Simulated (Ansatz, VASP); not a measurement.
**As in VASP and in Ansatz**

INCAR

```
SYSTEM = As
PREC = Accurate
ENCUT = 520
EDIFF = 1E-6
ISMEAR = -1
SIGMA = 0.1
LREAL = .False.
LASPH = .True.
NELM = 60
ALGO = Normal
ISIF = 2
LWAVE = .False.
LCHARG = .True.
GGA = B5
ALDAX = 1.0
AGGAX = 1.0
AGGAC = 1.0
ALDAC = 0.0
LELF = .True.
LVHAR = .True.
NBANDS = 18
```

Contents of KPOINTS:

```
Automatic mesh
0
Gamma
  14 14 4
  0 0 0
```

File POSCAR:

```
As
1.0
    2.8542457327      0.0000000000      0.0000000000
   -1.4271228663      2.4718493132      0.0000000000
    0.0000000000      0.0000000000     10.8139834799
As
4
Direct
    1.0000000000      0.0000000000      0.0000000000
    1.0000000000      0.0000000000      0.5000000000
    0.3333333333      0.6666666667      0.2500000000
    0.6666666667      0.3333333333      0.7500000000
```

Input for Ansatz:

```yaml
crystal:
  lattice:
    - [2.8542457327, 0.0, 0.0]
    - [-1.4271228663, 2.4718493132, 0.0]
    - [0.0, 0.0, 10.8139834799]
  atoms:
    - { symbol: As, position: [1.0, 0.0, 0.0] }
    - { symbol: As, position: [1.0, 0.0, 0.5] }
    - { symbol: As, position: [0.3333333333, 0.6666666667, 0.25] }
    - { symbol: As, position: [0.6666666667, 0.3333333333, 0.75] }
hamiltonian:
  xc: blyp
  pseudopotentials:
    kind: paw
    azcp:
      As: "pseudopotentials/As.paw.azcp"
basis:
  ecutwfc: 420
  fft_grid_basis: typed
kpoints:
  mp_grid: { grid: [14, 14, 4], shift: [0, 0, 0] }
magnetization:
  spin_polarized: false
scf:
  occupations: { method: fermi_dirac, width: 0.1 }
  lower_state_search: "off"
output:
  stress: true
  write_density: true
  write_potential: true
  elf: true
  volumetric_format: npy
```

Alike in both runs: task single point; functional BLYP; k mesh 14 × 14 × 4; occupations fermi-dirac, width 0.1 eV; no spin polarisation.

|  | VASP | Ansatz |
| --- | --- | --- |
| version | VASP 6.6.1 | Ansatz 0.2.0 |
| potentials or method | VASP PAW PBE potentials, release 64 (As), cutoff 520 eV | plane waves (420 eV) with PAW, scalar-relativistic |
| valence electrons in the cell | 20 | 60 |

VASP gave:

| Quantity | Value |
| --- | --- |
| pressure (GPa) | 10.6 |
| traceless stress, the component that is largest in VASP (GPa) | -2.81 |

**Question.** What did Ansatz give for the same quantities?

**Answer.** Pressure (GPa): 10.2; traceless stress, the component that is largest in VASP (GPa): -2.69.

VASP's potentials were made for PBE, not for BLYP. The functional is the same, so the differences come from potentials, cutoffs and numerics. VASP's potentials hold 20 valence electrons a cell and Ansatz's 60, so a difference there can come from the potentials and not from the codes.
